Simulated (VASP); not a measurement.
Set up this calculation in VASP 6.6.1, as the native input.

| Item | Value |
| --- | --- |
| Task | single point |
| Functional | PBEsol |
| Potentials or basis | VASP PAW PBE potentials, release 64 (Sn_d) |
| Cutoff | 520 eV |
| k mesh | 22 × 22 × 22 |
| Occupations | gaussian, width 0.15 eV |
| Spin | no spin polarisation |
| Dipole correction | no |
| Further INCAR settings | ALGO = Fast; EDIFF = 1e-07; NBANDS = 21 |

The structure of Sn lies in POSCAR:

```
Sn
1.0
   -2.7644050261      2.7644050261      1.5869856508
    2.7644050261     -2.7644050261      1.5869856508
    2.7644050261      2.7644050261     -1.5869856508
Sn
2
Direct
    0.7500000000      0.2500000000      0.5000000000
    0.0000000000      0.0000000000      0.0000000000
```

This cell differs from its parent crystal: strain -0.050 along x and y, +0.000 along z.

One way to write it, as run:

INCAR

```
SYSTEM = Sn
ALGO = Fast ; EDIFF = 1E-7
ENCUT = 520 ; GGA = PS
ISIF = 2 ; ISMEAR = 0
LASPH = .TRUE. ; LCHARG = .TRUE.
LELF = .TRUE. ; LREAL = .FALSE.
LVHAR = .TRUE. ; LWAVE = .FALSE.
NBANDS = 21 ; NELM = 100
PREC = Accurate ; SIGMA = 0.15
```

KPOINTS

```
k-points
0
G
  22 22 22
  0 0 0
```

Potentials or basis: VASP PAW PBE potentials, release 64 (Sn_d).

Run with:

```sh
$ cat potpaw_PBE.64/Sn_d/POTCAR > POTCAR
$ mpirun -np 1 vasp_std > vasp.out
```

It gave:

```json
{"Pressure": "7.8 GPa", "Band gap on the k mesh": "zero (band 14 reaches 11.54 eV, above the bottom of band 15 at 5.90 eV)"}
```

Caveat: the cell differs from its parent crystal (strain -0.050 along x and y, +0.000 along z); the PAW data sets were made with another functional, which shifts forces and pressure a little; spin-orbit coupling is left out, which moves the levels of the heavy elements.

Run time: 4.6 min on 1 thread of Intel(R) Xeon(R) 6975P-C (Granite Rapids) (shared host), peak memory 0.71 GiB.
